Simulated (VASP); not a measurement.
A run of VASP 6.6.1 is set up as follows.

The input INCAR:

```
SYSTEM = AlN
PREC = Accurate
ENCUT = 520
EDIFF = 1E-6
ISMEAR = 0
SIGMA = 0.01
LREAL = .False.
LASPH = .True.
NELM = 80
ALGO = Normal
ISIF = 2
LWAVE = .False.
LCHARG = .True.
GGA = PE
IVDW = 12
LELF = .True.
LVHAR = .True.
NBANDS = 11
```

File KPOINTS:

```
Automatic mesh
0
Gamma
  8 8 8
  0 0 0
```

Contents of POSCAR:

```
AlN
1.0
    0.0000000000      1.9356206702      1.9356206702
    1.9356206702      0.0000000000      1.9356206702
    1.9356206702      1.9356206702      0.0000000000
Al N
1 1
Direct
    0.0000000000      0.0000000000      0.0000000000
    0.5000000000      0.5000000000      0.5000000000
```

Potentials or basis: VASP PAW PBE potentials, release 64 (Al, N).

The run is started by

```sh
$ cat potpaw_PBE.64/Al/POTCAR potpaw_PBE.64/N/POTCAR > POTCAR
$ mpirun -np 1 vasp_std > vasp.out
```

Problem. Estimate the band gap on the k mesh.

Solution. 5.05 eV, indirect (least direct gap 7.69 eV).

Problem. Predict the pressure.

Solution. 41.8 GPa.

Problem. Predict the dispersion energy per atom.

Solution. -0.389 eV.

A k mesh can miss the band edges.
